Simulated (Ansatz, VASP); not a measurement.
**Two plane-wave programs on CoO**

Contents of INCAR:

```
SYSTEM = CoO
PREC     = Accurate       ! precision mode
ENCUT    = 520            ! plane-wave cutoff, eV
EDIFF    = 1E-6           ! SCF threshold, eV
ISMEAR   = 0              ! smearing method
SIGMA    = 0.02           ! smearing width, eV
LREAL    = .FALSE.        ! projectors in reciprocal space
LASPH    = .TRUE.         ! aspherical terms in the spheres
NELM     = 150            ! most SCF steps
ALGO     = Normal         ! electronic algorithm
ISIF     = 2              ! what is computed and relaxed
LWAVE    = .FALSE.        ! write WAVECAR
LCHARG   = .FALSE.        ! write CHGCAR
ISPIN    = 2              ! spin polarisation
MAGMOM   = 4.5 0          ! initial moments
LORBIT   = 11             ! projections on sites
LMAXMIX  = 4              ! l up to which the mixer works
LDAU     = .TRUE.         ! DFT+U
LDAUTYPE = 2            
LDAUL    = 2 -1           ! shell
LDAUU    = 3.32 0         ! U, eV
LDAUJ    = 0 0          
LDAUPRINT= 1            
GGA      = PE             ! functional
NBANDS   = 18             ! bands
```

KPOINTS

```
regular mesh
0
G
  14 14 14
  0 0 0
```

Contents of POSCAR:

```
CoO
1.0
    0.0000000000      2.3192549574      2.3192549574
    2.3192549574      0.0000000000      2.3192549574
    2.3192549574      2.3192549574      0.0000000000
Co O
1 1
Direct
    0.0000000000      0.0000000000      0.0000000000
    0.2500000000      0.2500000000      0.2500000000
```

Input for Ansatz:

```yaml
crystal:
  lattice:
    - [0.0, 2.3192549574, 2.3192549574]
    - [2.3192549574, 0.0, 2.3192549574]
    - [2.3192549574, 2.3192549574, 0.0]
  atoms:
    - { symbol: Co, position: [0.0, 0.0, 0.0], spin: 4.5 }
    - { symbol: O, position: [0.25, 0.25, 0.25] }
basis:
  ecutwfc: 420
kpoints:
  mp_grid: { grid: [14, 14, 14] }
hamiltonian:
  xc: pbe
  hubbard: { sites: [{ species: Co, l: d, u_eff: 3.32 }] }
scf:
  occupations: { method: gaussian, width: 0.02 }
output:
  forces: true
  stress: true
  eigenvalues: true
  populations: true
magnetization:
  spin_polarized: true
```

Alike in both runs: task single point; functional PBE; k mesh 14 × 14 × 14; occupations gaussian, width 0.02 eV; collinear spin; Hubbard terms Co d U = 3.32 eV.

```csv
,VASP,Ansatz
version,VASP 6.6.1,Ansatz 0.2.0
potentials or method,"VASP PAW PBE potentials, release 64 (Co, O), cutoff 520 eV","scalar-relativistic, plane waves, PAW"
valence electrons in the cell,15,23
```

```csv
,VASP,Ansatz,Ansatz less VASP
gap on the k mesh at the Fermi level (eV),0.59,0.43,-0.154
least direct gap on the mesh (eV),0.59,0.43,-0.154
pressure (GPa),-1.6,0.0,+1.65
net moment per atom (μB),1.50,1.50,0.000
size of the moment on the site where the two differ most (μB),2.71,2.48,-0.226
```

Site moments also hang on the region over which each program counts them. The programs project onto different local orbitals, so the same U acts differently, and such runs can settle in different states. VASP's potentials hold 15 valence electrons a cell and Ansatz's 23, so a difference there can come from the potentials and not from the codes. Ansatz's warnings: given moment on shells.
